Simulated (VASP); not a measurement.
SrTe, 2 atoms in the cell. The structure is cubic, space group Fm-3m (No. 225). The conventional cell has a = 6.706 Å, b = 6.706 Å, c = 6.706 Å, α = 90.00°, β = 90.00°, γ = 90.00°. Within 4.4 Å of Sr (site symmetry m-3m) lie 6 Te at 3.35 Å. Within 4.4 Å of Te (site symmetry m-3m) lie 6 Sr at 3.35 Å. 

```yaml
Program: VASP 6.6.1
Task: G0W0 quasiparticle levels
Functional: PBE
Potentials_or_basis: VASP PAW PBE potentials, release 64 (Sr_sv_GW, Te_GW)
Cutoff: 500 eV
k_mesh: 6 × 6 × 6
Occupations: gaussian, width 0.01 eV
Spin: no spin polarisation
Dipole_correction: no
GW_scheme: G0W0
GW_iterations: 1
Cutoff_of_the_response_function: 80
Frequency_points: 96
Empty_bands: 122
Further_INCAR_settings: ALGO = EVGW0; EDIFF = 1e-08; NBANDS = 130
```

Potentials or basis: VASP PAW PBE potentials, release 64 (Sr_sv_GW, Te_GW).

Launch:

```bash
$ cat potpaw_PBE.64/Sr_sv_GW/POTCAR potpaw_PBE.64/Te_GW/POTCAR > POTCAR
$ cp INCAR.step1 INCAR
$ mpirun -np 1 vasp_std > vasp.out
$ cp INCAR.step2 INCAR
$ mpirun -np 1 vasp_std > vasp.out
$ cp INCAR.step3 INCAR
$ mpirun -np 1 vasp_std > vasp.out
```

Hardware: 1 thread of AMD EPYC 9R45 96-Core Processor (Zen 5), with other jobs on the host.

**Question.** How long does it take, and how much memory?

**Answer.** Run time: 21 min on 1 thread of AMD EPYC 9R45 96-Core Processor (Zen 5), with other jobs on the host, peak memory 1.5 GiB. Counts: k points 16.
